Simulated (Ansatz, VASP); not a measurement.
ZnCu: VASP beside Ansatz

Contents of INCAR:

```
ALGO = Fast
EDIFF = 1E-6
ENCUT = 520
GGA = PE
ISIF = 2
ISMEAR = 0
LASPH = T
LCHARG = F
LREAL = F
LWAVE = F
NBANDS = 18
NELM = 60
PREC = Accurate
SIGMA = 0.15
```

Contents of KPOINTS:

```
k-points
0
Gamma
  16 16 16
```

Contents of POSCAR:

```
ZnCu
1.0
    3.3018578666      0.9496046311      0.9496046311
    0.9496046311      3.3018578666      0.9496046311
    0.9496046311      0.9496046311      3.3018578666
Zn Cu
1 1
Direct
    0.5000000000      0.5000000000      0.5000000000
    0.0000000000      0.0000000000      0.0000000000
```

Input for Ansatz:

```yaml
crystal:
  lattice:
    - [3.3018578666, 0.9496046311, 0.9496046311]
    - [0.9496046311, 3.3018578666, 0.9496046311]
    - [0.9496046311, 0.9496046311, 3.3018578666]
  atoms:
    - { symbol: Zn, position: [0.5, 0.5, 0.5] }
    - { symbol: Cu, position: [0.0, 0.0, 0.0] }
basis:
  ecutwfc: 520.0
kpoints:
  mp_grid: { grid: [16, 16, 16] }
hamiltonian:
  xc: pbe
scf:
  occupations: { method: gaussian, width: 0.15 }
output:
  forces: true
  stress: true
  eigenvalues: true
```

Alike in both runs: task single point; functional PBE; k mesh 16 × 16 × 16; occupations gaussian, width 0.15 eV; no spin polarisation.

|  | VASP | Ansatz |
| --- | --- | --- |
| version | VASP 6.6.1 | Ansatz 0.2.0 |
| potentials or method | VASP PAW PBE potentials, release 64 (Zn, Cu), cutoff 520 eV | scalar-relativistic, plane waves, PAW |
| valence electrons in the cell | 23 | 31 |

VASP gave:

| Property | Result |
| --- | --- |
| gap on the k mesh at the Fermi level (eV) | none |
| pressure (GPa) | 5.5 |
| traceless stress, the component that is largest in VASP (GPa) | 1.58 |

Q: Which values does Ansatz return?

A: gap on the k mesh at the Fermi level (eV): none; pressure (GPa): 5.2; traceless stress, the component that is largest in VASP (GPa): 1.56.

A gap of «none» marks a metal or a gap that the smearing closes. VASP's potentials hold 23 valence electrons a cell and Ansatz's 31, so a difference there can come from the potentials and not from the codes.
